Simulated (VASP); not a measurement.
A run of VASP 6.6.1 is set up as follows.

File INCAR:

```
PREC     = Accurate       # precision mode
ENCUT    = 520            # plane-wave cutoff, eV
EDIFF    = 1E-7           # SCF threshold, eV
ISMEAR   = 0              # smearing method
SIGMA    = 0.01           # smearing width, eV
LREAL    = F              # projectors in reciprocal space
LASPH    = T              # aspherical terms in the spheres
NELM     = 80             # most SCF steps
ALGO     = Normal         # electronic algorithm
ISIF     = 2              # what is computed and relaxed
LWAVE    = F              # write WAVECAR
LCHARG   = F              # write CHGCAR
NBANDS   = 16             # bands
```

File KPOINTS:

```
Automatic mesh
0
Gamma
  6 6 6
```

File POSCAR:

```
CdTe
1.0
    3.2572435003      3.2572435003      0.0000000000
   -3.2572435003      3.2572435003      0.0000000000
    0.0000000000      3.2572435003      3.2572435003
Cd Te
1 1
Direct
    0.0000000000      0.0000000000      0.0000000000
    0.7500000000      0.2500000000      0.5000000000
```

Potentials or basis: VASP PAW LDA potentials, release 64 (Cd, Te).

Command:

```console
$ cat potpaw_LDA.64/Cd/POTCAR potpaw_LDA.64/Te/POTCAR > POTCAR
$ mpirun -np 1 vasp_std > vasp.out
```

(1) Predict the band gap on the k mesh.

(2) Estimate the pressure.

Answers

(1) 0.50 eV, direct.

(2) -1.8 GPa.

Caveat: spin-orbit coupling is left out, which moves the levels of the heavy elements.
